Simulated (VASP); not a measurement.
# Cd (Fm-3m) in VASP: relaxation of cell and atoms with r2SCAN

Aim: the relaxation of cell and atoms of Cd with r2SCAN.

All numbers are computed with VASP 6.6.1; they aren't measurements. Logs are shortened: lines on timing, memory, paths and dates and some standing lists are left out, and cuts for length are marked.

## (1) The cell of the first run

Symmetry: Fm-3m, No. 225, cubic system. Conventional cell: a = 4.420 Å, b = 4.420 Å, c = 4.420 Å, α = 90.00°, β = 90.00°, γ = 90.00°. Cd (site symmetry m-3m) has 12 Cd at 3.13 Å within 4.1 Å.

This isn't the form of Cd at room conditions, which is hcp.

## (2) Relaxation of cell and atoms, r2SCAN

Input file POSCAR:

```
Cd
1.0
    0.0000000000      2.2100000000      2.2100000000
    2.2100000000      0.0000000000      2.2100000000
    2.2100000000      2.2100000000      0.0000000000
Cd
1
Direct
    0.0000000000      0.0000000000      0.0000000000
```

Input file INCAR.step1:

```
PREC = Accurate ; ENCUT = 550
ISMEAR = 1 ; SIGMA = 0.1
LREAL = F ; LASPH = T
NELM = 120 ; GGA = PE
ALGO = Normal ; EDIFF = 1E-5
LWAVE = T ; LCHARG = F
GGA_COMPAT = F ; IBRION = 2
ISIF = 3 ; EDIFFG = -0.005
NELMIN = 4 ; NSW = 100
```

Input file INCAR.step2:

```
PREC = Accurate ; ENCUT = 550
EDIFF = 1E-7 ; ISMEAR = 1
SIGMA = 0.1 ; LREAL = F
LASPH = T ; NELM = 120
ALGO = Normal ; ISIF = 3
LWAVE = F ; LCHARG = F
METAGGA = R2SCAN ; LMIXTAU = T
IBRION = 2 ; NSW = 80
EDIFFG = -0.01 ; ISTART = 1
GGA_COMPAT = F ; NELMIN = 4
```

Input file KPOINTS:

```
regular mesh
0
Gamma
  9 9 9
```

Potentials or basis: VASP PAW PBE potentials, release 64 (Cd).

Command:

```sh
> cat potpaw_PBE.64/Cd/POTCAR > POTCAR
> cp INCAR.step1 INCAR
> mpirun -np 1 vasp_std > vasp.out
> cp INCAR.step2 INCAR
> mpirun -np 1 vasp_std > vasp.out
```

OUTCAR:

```text
PREC = Accurate
   ENCUT = 550
   EDIFF = 1E-7
   ISMEAR = 1
   LREAL = F
   LASPH = T
   NELM = 120
   ISIF = 3
   METAGGA = R2SCAN
   IBRION = 2
   NSW = 80
   EDIFFG = -0.01
   ISTART = 1
   NELMIN = 4

 ion  position               nearest neighbor table
   1  0.000  0.000  0.000-

  LATTYP: Found a face centered cubic cell.
 ALAT       =     4.4200000000

  Lattice vectors:

 A1 = (   0.0000000000,   2.2100000000,   2.2100000000)
 A2 = (   2.2100000000,   0.0000000000,   2.2100000000)
 A3 = (   2.2100000000,   2.2100000000,   0.0000000000)

Analysis of symmetry for initial positions (statically):
=====================================================================
 Subroutine PRICEL returns:
 Original cell was already a primitive cell.

 Routine SETGRP: Setting up the symmetry group for a
 face centered cubic supercell.

 Subroutine GETGRP returns: Found 48 space group operations
 (whereof 48 operations were pure point group operations)
 out of a pool of 48 trial point group operations.

The static configuration has the point symmetry O_h .

Analysis of symmetry for dynamics (positions and initial velocities):
=====================================================================
 Subroutine PRICEL returns:
 Original cell was already a primitive cell.

 Routine SETGRP: Setting up the symmetry group for a
 face centered cubic supercell.

 Subroutine GETGRP returns: Found 48 space group operations
 (whereof 48 operations were pure point group operations)
 out of a pool of 48 trial point group operations.

The dynamic configuration has the point symmetry O_h .

 Subroutine INISYM returns: Found 48 space group operations
 (whereof 48 operations are pure point group operations),
 and found     1 'primitive' translations

----------------------------------------------------------------------------------------

                                     Primitive cell

  volume of cell :      21.5877

  direct lattice vectors                    reciprocal lattice vectors
     0.000000000  2.210000000  2.210000000    -0.226244344  0.226244344  0.226244344
     2.210000000  0.000000000  2.210000000     0.226244344 -0.226244344  0.226244344
     2.210000000  2.210000000  0.000000000     0.226244344  0.226244344 -0.226244344

  length of vectors
     3.125411973  3.125411973  3.125411973     0.391866699  0.391866699  0.391866699

  position of ions in fractional coordinates (direct lattice)
     0.000000000  0.000000000  0.000000000

  ion indices of the primitive-cell ions
   primitive index   ion index
                 1           1

----------------------------------------------------------------------------------------

 KPOINTS: regular mesh

Automatic generation of k-mesh.
 Grid dimensions read from file:
 generate k-points for:    9    9    9

 Generating k-lattice:

  Cartesian coordinates                     Fractional coordinates (reciprocal lattice)
    -0.025138260  0.025138260  0.025138260     0.111111111  0.000000000  0.000000000
     0.025138260 -0.025138260  0.025138260     0.000000000  0.111111111  0.000000000
     0.025138260  0.025138260 -0.025138260     0.000000000  0.000000000  0.111111111

  Length of vectors
     0.043540744  0.043540744  0.043540744

  Shift w.r.t. Gamma in fractional coordinates (k-lattice)
     0.000000000  0.000000000  0.000000000

 Subroutine IBZKPT returns following result:
 ===========================================

 Found     35 irreducible k-points:

 Following reciprocal coordinates:
            Coordinates               Weight
  0.000000  0.000000  0.000000      1.000000
  0.111111  0.000000  0.000000      8.000000
  0.222222  0.000000  0.000000      8.000000
  0.333333  0.000000  0.000000      8.000000
  0.444444  0.000000  0.000000      8.000000
  0.111111  0.111111  0.000000      6.000000
[... 16 lines left out ...]
 -0.333333  0.333333  0.000000     12.000000
  0.444444  0.444444  0.000000      6.000000
 [... further k-points ...]
   k-points           NKPTS =     35   k-points in BZ     NKDIM =     35   number of bands    NBANDS=     10
   number of dos      NEDOS =    301   number of ions     NIONS =      1
   total plane-waves  NPLWV =  13824
   dimension x,y,z NGX =    24 NGY =   24 NGZ =   24
   dimension x,y,z NGXF=    48 NGYF=   48 NGZF=   48
   ions per type =               1
   NGX,Y,Z   is equivalent  to a cutoff of  12.77, 12.77, 12.77 a.u.
   NGXF,Y,Z  is equivalent  to a cutoff of  25.53, 25.53, 25.53 a.u.
 SYSTEM =  unknown system
   PREC   = accura    normal or accurate (medium, high low for compatibility)
   ISTART =      1    job   : 0-new  1-cont  2-samecut
   ICHARG =      0    charge: 1-file 2-atom 10-const
   ISPIN  =      1    spin polarized calculation?
   LNONCOLLINEAR =      F non collinear calculations
   LSORBIT =      F    spin-orbit coupling
   LASPH  =      T    aspherical Exc in radial PAW
   ENCUT  =  550.0 eV  40.42 Ry    6.36 a.u.   5.98  5.98  5.98*2*pi/ulx,y,z
   NELM   =    120;   NELMIN=  4; NELMDL=  0     # of ELM steps
   EDIFF  = 0.1E-06   stopping-criterion for ELM
   LREAL  =      F    real-space projection
   EDIFFG = -.1E-01   stopping-criterion for IOM
   NSW    =     80    number of steps for IOM
   IBRION =      2    ionic relax: 0-MD 1-quasi-New 2-CG
   NFREE  =      1    steps in history (QN), initial steepest desc. (CG)
   ISIF   =      3    stress and relaxation
   ISYM   =      2    0-nonsym 1-usesym 2-fastsym
   POTIM  = 0.5000    time-step for ionic-motion
   TEBEG  =    0.0;   TEEND  =   0.0 temperature during run
   PSTRESS=    0.0 pullay stress
   NELECT =      12.0000    total number of electrons
   NUPDOWN=      -1.0000    fix difference up-down
   EMIN   =  10.00;   EMAX   =-10.00  energy-range for DOS
   EFERMI =   0.00;   METHOD = LEGACY
   ISMEAR =     1;   SIGMA  =   0.10  broadening in eV -4-tet -1-fermi 0-gaus
   EFERMI_NEDOS =   21; number of points for ismear=-14 and -15
   IALGO  =     38    algorithm
   IMIX   =      4    mixing-type and parameters
     AMIX     =   0.40;   BMIX     =  1.00
     AMIX_MAG =   1.60;   BMIX_MAG =  1.00
  volume/ion in A,a.u.               =      21.59       145.68
  Fermi-wavevector in a.u.,A,eV,Ry     =   1.346066  2.543696 24.652305  1.811893
  Thomas-Fermi vector in A             =   2.473928
   LORBIT       =      0    0 simple, 1 ext, 2 COOP (PROOUT), +10 PAW based schemes
   METAGGA = R2SCAN    functional components
   LHFCALC =     F    Hartree Fock is set to
   AEXX    =    0.0000 exact exchange contribution
   IVDW    =     0    specifies the selected vdW correction
   LEPSILON=     F    determine dielectric tensor
   LRPA    =     F    only Hartree local field effects (RPA)
 conjugate gradient relaxation of ions
 non-spin polarized calculation
 Methfessel and Paxton  Order N= 1 SIGMA  =   0.10
  energy-cutoff  :      550.00
  volume of cell :       21.59
 maximum number of plane-waves:       642
   NGX = 11   NGY = 11   NGZ = 11

--------------------------------------- Ionic step        1  -------------------------------------------

 number of electron      12.0000005 magnetization

 Free energy of the ion-electron system (eV)
  ---------------------------------------------------
  ext. energy  EPLUGINS =         0.00000000
  ---------------------------------------------------
  free energy    TOTEN  =       -20.06690422 eV

  energy without entropy =      -20.06629287  energy(sigma->0) =      -20.06670044

------------------------ aborting loop because EDIFF is reached ----------------------------------------

  FORCE on cell =-STRESS in cart. coord.  units (eV):
  Direction    XX          YY          ZZ          XY          YZ          ZX
  --------------------------------------------------------------------------------------
  -------------------------------------------------------------------------------------
  Total        0.1058318      0.1058318      0.1058318     -0.0000000     -0.0000000      0.0000000
  in kB        7.8545233      7.8545233      7.8545233     -0.0000000     -0.0000000      0.0000000
  external PRESSURE =       7.8545233 kB  Pullay stress =       0.0000000 kB

 VOLUME and BASIS-vectors are now :
 -----------------------------------------------------------------------------
  energy-cutoff  :      550.00
  volume of cell :       21.59
      direct lattice vectors                 reciprocal lattice vectors
     0.000000000  2.210000000  2.210000000    -0.226244344  0.226244344  0.226244344
     2.210000000  0.000000000  2.210000000     0.226244344 -0.226244344  0.226244344
     2.210000000  2.210000000  0.000000000     0.226244344  0.226244344 -0.226244344

 POSITION                                       TOTAL-FORCE (eV/Angst)
 -----------------------------------------------------------------------------------
      0.00000      0.00000      0.00000        -0.000000     -0.000000     -0.000000
 -----------------------------------------------------------------------------------
    total drift:                               -0.000000     -0.000000     -0.000000

  FREE ENERGIE OF THE ION-ELECTRON SYSTEM (eV)
  ---------------------------------------------------
  free  energy   TOTEN  =       -20.0669042202 eV

  energy  without entropy=      -20.0662928742  energy(sigma->0) =      -20.06670044

--------------------------------------- Ionic step        2  -------------------------------------------

 number of electron      12.0000002 magnetization

 Free energy of the ion-electron system (eV)
  ---------------------------------------------------
  ext. energy  EPLUGINS =         0.00000000
  ---------------------------------------------------
  free energy    TOTEN  =       -20.06765336 eV

  energy without entropy =      -20.06707357  energy(sigma->0) =      -20.06746009

 E-fermi :   2.6409     XC(G=0): -11.7403

 val. band max:        2.6216470017   @ k =   0.4444   0.0000   0.0000
 cond. band min:       2.9372850951   @ k =  -0.3333   0.4444   0.2222
 fundamental gap:      0.3156380934
 Fermi energy:         2.6408877667

 k-point     1 :       0.0000    0.0000    0.0000
  band No.  band energies     occupation
      1      -6.8026      2.00000
      2      -6.8026      2.00000
      3      -6.8026      2.00000
      4      -6.3445      2.00000
      5      -6.3445      2.00000
      6      -6.3382      2.00000
      7      17.1874      0.00000
      8      18.4339      0.00000
      9      18.4339      0.00000
     10      18.4339      0.00000

 k-point     2 :       0.1111    0.0000    0.0000
  band No.  band energies     occupation
      1      -6.8482      2.00000
      2      -6.7544      2.00000
      3      -6.7544      2.00000
      4      -6.3532      2.00000
      5      -6.3532      2.00000
      6      -5.9906      2.00000
      7      14.7846      0.00000
      8      17.4929      0.00000
      9      17.9292      0.00000
     10      17.9292      0.00000

 k-point     3 :       0.2222    0.0000    0.0000
  band No.  band energies     occupation
      1      -7.0027      2.00000
      2      -6.6995      2.00000
      3      -6.6995      2.00000
      4      -6.3023      2.00000
      5      -6.3023      2.00000
      6      -4.9030      2.00000
      7      10.3715      0.00000
      8      17.1031      0.00000
      9      17.1031      0.00000
     10      17.3294      0.00000
[... 248 lines left out ...]
 k-point    23 :      -0.3333    0.3333    0.0000
  band No.  band energies     occupation
      1      -7.1529      2.00000
      2      -6.7527      2.00000
      3      -6.5408      2.00000
      4      -6.3186      2.00000
      5      -6.0824      2.00000
      6       2.1187      2.00000
      7       4.6519      0.00000
      8       5.7391      0.00000
      9      12.4539      0.00000
     10      15.0914      0.00000

 k-point    24 :       0.4444    0.4444    0.0000
  band No.  band energies     occupation
      1      -7.4478      2.00000
      2      -7.3441      2.00000
      3      -6.0009      2.00000
      4      -5.9001      2.00000
      5      -5.9001      2.00000
      6       0.8562      2.00000
      7       5.5406      0.00000
      8      10.0704      0.00000
      9      10.0704      0.00000
     10      14.0961      0.00000

 [... further k-points ...]
[... 5 lines left out ...]
  --------------------------------------------------------------------------------------
  -------------------------------------------------------------------------------------
  Total       -0.0055114     -0.0055114     -0.0055114     -0.0000000      0.0000000      0.0000000
  in kB       -0.4028347     -0.4028347     -0.4028347     -0.0000000      0.0000000      0.0000000
  external PRESSURE =      -0.4028347 kB  Pullay stress =       0.0000000 kB

 VOLUME and BASIS-vectors are now :
 -----------------------------------------------------------------------------
  energy-cutoff  :      550.00
  volume of cell :       21.92
      direct lattice vectors                 reciprocal lattice vectors
    -0.000000000  2.221283388  2.221283388    -0.225095097  0.225095097  0.225095097
     2.221283388  0.000000000  2.221283388     0.225095097 -0.225095097  0.225095097
     2.221283388  2.221283388 -0.000000000     0.225095097  0.225095097 -0.225095097

 POSITION                                       TOTAL-FORCE (eV/Angst)
 -----------------------------------------------------------------------------------
      4.44257      4.44257      4.44257         0.000000     -0.000000      0.000000
 -----------------------------------------------------------------------------------
    total drift:                               -0.000000     -0.000000      0.000000

  FREE ENERGIE OF THE ION-ELECTRON SYSTEM (eV)
  ---------------------------------------------------
  free  energy   TOTEN  =       -20.0676533579 eV

  energy  without entropy=      -20.0670735667  energy(sigma->0) =      -20.06746009

 reached required accuracy - stopping structural energy minimisation
```

Run time: 3 min. Hardware: 1 thread of AMD EPYC 7R43 (Zen 3), shared host; peak memory 0.12 GiB.

Results:

| Item | Value |
| --- | --- |
| Free energy | -20.0677 eV |
| Relaxed volume | 21.92 Å³/atom |
| Relaxed cell | a = 3.141 Å, b = 3.141 Å, c = 3.141 Å, α = 60.00°, β = 60.00°, γ = 60.00° |
| Space group after relaxing (to 0.1 Å) | Fm-3m (No. 225) |
| Energy gained by relaxing | 0.7 meV/atom |
| Ionic steps | 2 |
| Pressure after relaxing | 0.0 GPa |
| Band gap on the k mesh | zero (bands 6 and 7 overlap by 1.62 eV) |

Step by step:
| step | energy change (eV) | largest force (eV/Å) | pressure (GPa) | volume (Å³) |
| --- | --- | --- | --- | --- |
| 1 | 0.0000 | 0.0000 | 0.79 | 21.59 |
| 2 | -0.0007 | 0.0000 | -0.04 | 21.92 |

Final structure:
```
Cd
1.0
     0.00000    2.22128    2.22128
     2.22128    0.00000    2.22128
     2.22128    2.22128    0.00000
Cd
1
Direct
  0.00000 0.00000 0.00000
```

Levels at points of the mesh, in eV from the Fermi level:
| k point | band 4 | band 5 | band 6 | band 7 | band 8 | band 9 |
| --- | --- | --- | --- | --- | --- | --- |
| (0.00, 0.00, 0.00) | -8.99 | -8.99 | -8.98 | 14.55 | 15.79 | 15.79 |

Caveat: the PAW data sets were made with another functional, which shifts forces and pressure a little.
